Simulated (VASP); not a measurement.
Wanted: the native input for a VASP 6.6.1 run.

| Item | Value |
| --- | --- |
| Task | relaxation of cell and atoms |
| Functional | PBE |
| Potentials or basis | VASP PAW PBE potentials, release 64 (Mg, Te) |
| Cutoff | 600 eV |
| k mesh | 3 × 3 × 3 |
| Occupations | gaussian, width 0.2 eV |
| Spin | no spin polarisation |
| Dipole correction | no |
| Further INCAR settings | ALGO = Normal; EDIFF = 1e-06; IBRION = 2; EDIFFG = -0.08; NSW = 36; ISIF = 3 |

The structure of Mg5Te3 lies in POSCAR:

```
Mg5Te3
1.0
    5.7575241700      0.0000000000      0.0000000000
    0.0000000000      5.7575241700      0.0000000000
    0.0000000000      0.0000000000      5.7575241700
Mg Te
5 3
Direct
    0.0000000000      0.5000000000      0.5000000000
    0.5000000000      0.0000000000      0.5000000000
    0.5000000000      0.5000000000      0.0000000000
    0.0000000000      0.0000000000      0.0000000000
    0.5000000000      0.5000000000      0.5000000000
    0.5000000000      0.0000000000      0.0000000000
    0.0000000000      0.5000000000      0.0000000000
    0.0000000000      0.0000000000      0.5000000000
```

One way to write it, as run:

INCAR

```
SYSTEM = Mg5Te3
ALGO     = Normal         ! electronic algorithm
EDIFF    = 1E-6           ! SCF threshold, eV
EDIFFG   = -0.08          ! ionic threshold
ENCUT    = 600            ! plane-wave cutoff, eV
GGA      = PE             ! functional
IBRION   = 2              ! ionic algorithm
ISIF     = 3              ! what is computed and relaxed
ISMEAR   = 0              ! smearing method
LASPH    = .True.         ! aspherical terms in the spheres
LCHARG   = .False.        ! write CHGCAR
LREAL    = .False.        ! projectors in reciprocal space
LWAVE    = .False.        ! write WAVECAR
NELM     = 60             ! most SCF steps
NSW      = 36             ! ionic steps
PREC     = Accurate       ! precision mode
SIGMA    = 0.2            ! smearing width, eV
```

KPOINTS

```
k-points
0
Gamma
  3 3 3
  0 0 0
```

Potentials or basis: VASP PAW PBE potentials, release 64 (Mg, Te).

Run with:

```sh
$ cat potpaw_PBE.64/Mg/POTCAR potpaw_PBE.64/Te/POTCAR > POTCAR
$ mpirun -np 1 vasp_std > vasp.out
```

It gave:

The relaxed volume is 27.40 Å³/atom and the relaxed cell is a = 6.029 Å, b = 6.029 Å, c = 6.029 Å, α = 90.00°, β = 90.00°, γ = 90.00°. The space group after relaxing (to 0.05 Å) is Pm-3m (No. 221), the energy gained by relaxing is 64.9 meV/atom and the ionic steps are 2. The pressure after relaxing is 0.0 GPa and the band gap on the k mesh is zero (band 14 reaches 4.37 eV, above the bottom of band 15 at 3.87 eV).

Caveat: the k points lie up to 0.35 Å⁻¹ apart in the final cell; spin-orbit coupling is left out, which moves the levels of the heavy elements.

Wall time 36 s on 1 thread of Intel(R) Xeon(R) 6975P-C (Granite Rapids) (shared host), peak memory 0.32 GiB.
